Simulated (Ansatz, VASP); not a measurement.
# One calculation of C, two programs

```
C
1.0
     0.00000    1.78012    1.76232
     1.78012    0.00000    1.76232
     1.78012    1.78012    0.00000
C
2
Direct
  0.00000 0.00000 0.00000
  0.25000 0.25000 0.25000
```

Change from the starting cell: uniaxial_z strain -1.0%.

Alike in both runs: task single point; functional r2SCAN; k mesh 12 × 12 × 12; no spin polarisation.

```csv
,VASP,Ansatz
version,VASP 6.6.1,Ansatz 0.2.0
potentials or method,"VASP PAW PBE potentials, release 64 (C)","plane waves, PAW"
plane-wave cutoff (eV),520,500
occupations,"gaussian, width 0.01 eV",fixed
valence electrons in the cell,8,8
```

|  | VASP | Ansatz | Ansatz less VASP |
| --- | --- | --- | --- |
| gap on the k mesh at the Fermi level (eV) | 4.11 | 4.14 | +0.031 |
| pressure (GPa) | 5.8 | 4.6 | -1.16 |
| traceless stress, the component that is largest in VASP (GPa) | 6.64 | 6.65 | +0.012 |

VASP's potentials were made for PBE, not for r2SCAN.
